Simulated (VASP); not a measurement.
# Br2 in VASP: single point with LDA

Aim: the single point of Br2 with LDA.

Everything below comes from runs of VASP 6.6.1. Logs are shortened: lines on timing, memory, paths and dates and some standing lists are left out, and cuts for length are marked.

## Step 1: The cell of the first run

The cell holds a molecule in a box, 2 atoms: a = 12.000 Å, b = 12.300 Å, c = 12.600 Å, α = 90.00°, β = 90.00°, γ = 90.00°.

## Step 2: Single point, LDA

INCAR

```
SYSTEM = Br
ALGO = Normal ; EDIFF = 1E-7
ENCUT = 520 ; GGA = CA
ISIF = 2 ; ISMEAR = -1
LASPH = .True. ; LCHARG = .False.
LREAL = .False. ; LWAVE = .False.
NBANDS = 14 ; NELM = 60
PREC = Accurate ; SIGMA = 0.01
```

KPOINTS

```
k-points
0
Gamma
  1 1 1
  0 0 0
```

POSCAR

```
Br
1.0
   12.0000000000      0.0000000000      0.0000000000
    0.0000000000     12.3000000000      0.0000000000
    0.0000000000      0.0000000000     12.6000000000
Br
2
Direct
    0.5000000000      0.5000000000      0.4098132636
    0.5000000000      0.5000000000      0.5901867364
```

Potentials or basis: VASP PAW LDA potentials, release 64 (Br).

Launch:

```bash
> cat potpaw_LDA.64/Br/POTCAR > POTCAR
> mpirun -np 1 vasp_gam > vasp.out
```

OUTCAR:

```text
SYSTEM = Br
   EDIFF = 1E-7
   ENCUT = 520
   GGA = CA
   ISIF = 2
   ISMEAR = -1
   LASPH = .True.
   LREAL = .False.
   NELM = 60
   PREC = Accurate

 ion  position               nearest neighbor table
   1  0.500  0.500  0.410-   2 2.27
   2  0.500  0.500  0.590-   1 2.27

  LATTYP: Found a simple orthorhombic cell.
 ALAT       =    12.0000000000
 B/A-ratio  =     1.0250000000
 C/A-ratio  =     1.0500000000

  Lattice vectors:

 A1 = (  12.0000000000,   0.0000000000,   0.0000000000)
 A2 = (   0.0000000000,  12.3000000000,   0.0000000000)
 A3 = (   0.0000000000,   0.0000000000,  12.6000000000)

Analysis of symmetry for initial positions (statically):
=====================================================================
 Subroutine PRICEL returns:
 Original cell was already a primitive cell.

 Routine SETGRP: Setting up the symmetry group for a
 simple orthorhombic supercell.

 Subroutine GETGRP returns: Found  8 space group operations
 (whereof  8 operations were pure point group operations)
 out of a pool of  8 trial point group operations.

The static configuration has the point symmetry D_2h.

Analysis of symmetry for dynamics (positions and initial velocities):
=====================================================================
 Subroutine PRICEL returns:
 Original cell was already a primitive cell.

 Routine SETGRP: Setting up the symmetry group for a
 simple orthorhombic supercell.

 Subroutine GETGRP returns: Found  8 space group operations
 (whereof  8 operations were pure point group operations)
 out of a pool of  8 trial point group operations.

The dynamic configuration has the point symmetry D_2h.

 Subroutine INISYM returns: Found  8 space group operations
 (whereof  8 operations are pure point group operations),
 and found     1 'primitive' translations

----------------------------------------------------------------------------------------

                                     Primitive cell

  volume of cell :    1859.7600

  direct lattice vectors                    reciprocal lattice vectors
    12.000000000  0.000000000  0.000000000     0.083333333  0.000000000  0.000000000
     0.000000000 12.300000000  0.000000000     0.000000000  0.081300813  0.000000000
     0.000000000  0.000000000 12.600000000     0.000000000  0.000000000  0.079365079

  length of vectors
[... 57 lines left out ...]
   NELM   =     60;   NELMIN=  2; NELMDL= -5     # of ELM steps
   EDIFF  = 0.1E-06   stopping-criterion for ELM
   LREAL  =      F    real-space projection
   EDIFFG = 0.1E-05   stopping-criterion for IOM
   NSW    =      0    number of steps for IOM
   IBRION =     -1    ionic relax: 0-MD 1-quasi-New 2-CG
   NFREE  =      0    steps in history (QN), initial steepest desc. (CG)
   ISIF   =      2    stress and relaxation
   ISYM   =      2    0-nonsym 1-usesym 2-fastsym
   POTIM  = 0.5000    time-step for ionic-motion
   TEBEG  =    0.0;   TEEND  =   0.0 temperature during run
   PSTRESS=    0.0 pullay stress
   NELECT =      14.0000    total number of electrons
   NUPDOWN=      -1.0000    fix difference up-down
   EMIN   =  10.00;   EMAX   =-10.00  energy-range for DOS
   EFERMI =   0.00;   METHOD = LEGACY
   ISMEAR =    -1;   SIGMA  =   0.01  broadening in eV -4-tet -1-fermi 0-gaus
   EFERMI_NEDOS =   21; number of points for ismear=-14 and -15
   IALGO  =     38    algorithm
   IMIX   =      4    mixing-type and parameters
     AMIX     =   0.40;   BMIX     =  1.00
     AMIX_MAG =   1.60;   BMIX_MAG =  1.00
  volume/ion in A,a.u.               =     929.88      6275.14
  Fermi-wavevector in a.u.,A,eV,Ry     =   0.320847  0.606314  1.400625  0.102943
  Thomas-Fermi vector in A             =   1.207823
   LORBIT       =      0    0 simple, 1 ext, 2 COOP (PROOUT), +10 PAW based schemes
   GGA     = CA    functional components
   LHFCALC =     F    Hartree Fock is set to
   AEXX    =    0.0000 exact exchange contribution
   IVDW    =     0    specifies the selected vdW correction
   LEPSILON=     F    determine dielectric tensor
   LRPA    =     F    only Hartree local field effects (RPA)
 non-spin polarized calculation
  energy-cutoff  :      520.00
  volume of cell :     1859.76
 maximum number of plane-waves:     25042
 NGX is ok and might be reduce to    90
   NGX = 45   NGY = 45   NGZ = 47

 number of electron      13.9999998 magnetization

 Free energy of the ion-electron system (eV)
  ---------------------------------------------------
  ext. energy  EPLUGINS =         0.00000000
  ---------------------------------------------------
  free energy    TOTEN  =        -3.37731804 eV

  energy without entropy =       -3.37731804  energy(sigma->0) =       -3.37731804

 E-fermi :  -6.4610     XC(G=0):  -0.6018

 val. band max:       -6.7094314252   @ k =   0.0000   0.0000   0.0000
 cond. band min:      -4.4620681588   @ k =   0.0000   0.0000   0.0000
 fundamental gap:      2.2473632664
 Fermi energy:        -6.4609503186

 k-point     1 :       0.0000    0.0000    0.0000
  band No.  band energies     occupation
      1     -22.0812      2.00000
      2     -19.0665      2.00000
      3     -10.8776      2.00000
      4      -8.8451      2.00000
      5      -8.8451      2.00000
      6      -6.7094      2.00000
      7      -6.7094      2.00000
      8      -4.4621      0.00000
      9      -0.4157      0.00000
     10       0.5890      0.00000
     11       0.7051      0.00000
     12       0.8081      0.00000
     13       0.8469      0.00000
     14       0.8933      0.00000

------------------------ aborting loop because EDIFF is reached ----------------------------------------

  FORCE on cell =-STRESS in cart. coord.  units (eV):
  Direction    XX          YY          ZZ          XY          YZ          ZX
  --------------------------------------------------------------------------------------
  -------------------------------------------------------------------------------------
  Total       -0.0013844     -0.0009759      0.0732994     -0.0000000      0.0000000      0.0000000
  in kB       -0.0011926     -0.0008408      0.0631472     -0.0000000      0.0000000      0.0000000
  external PRESSURE =       0.0203713 kB  Pullay stress =       0.0000000 kB

 VOLUME and BASIS-vectors are now :
 -----------------------------------------------------------------------------
  energy-cutoff  :      520.00
  volume of cell :     1859.76
      direct lattice vectors                 reciprocal lattice vectors
    12.000000000  0.000000000  0.000000000     0.083333333  0.000000000  0.000000000
     0.000000000 12.300000000  0.000000000     0.000000000  0.081300813  0.000000000
     0.000000000  0.000000000 12.600000000     0.000000000  0.000000000  0.079365079

 POSITION                                       TOTAL-FORCE (eV/Angst)
 -----------------------------------------------------------------------------------
      6.00000      6.15000      5.16365         0.000000      0.000000     -0.032327
      6.00000      6.15000      7.43635         0.000000      0.000000      0.032327
 -----------------------------------------------------------------------------------
    total drift:                                0.000000     -0.000000     -0.000000

  FREE ENERGIE OF THE ION-ELECTRON SYSTEM (eV)
  ---------------------------------------------------
  free  energy   TOTEN  =        -3.3773180391 eV

  energy  without entropy=       -3.3773180391  energy(sigma->0) =       -3.37731804
```

stdout:

```text
POSCAR found type information on POSCAR Br
 POSCAR found :  1 types and       2 ions
 scaLAPACK will be used
 LDA part: xc-table for (Slater(with rela. corr.)+CA(PZ))
 , standard interpolation
 POSCAR, INCAR and KPOINTS ok, starting setup
 FFT: planning ... GRIDC
 FFT: planning ... GRID_SOFT
 FFT: planning ... GRID
 WAVECAR not read
 entering main loop
```

It took 61 s on 1 thread of Intel Xeon Platinum 8488C (Sapphire Rapids), shared host; peak memory 0.82 GiB.

Results:

```
Free energy                     : -3.3773 eV
Largest force                   : 0.032 eV/Å
Gap between the frontier levels : 2.25 eV
```

Forces in eV/Å, atoms in the order of the input:
```
Br   0.000  0.000 -0.032
Br   0.000  0.000  0.032
```
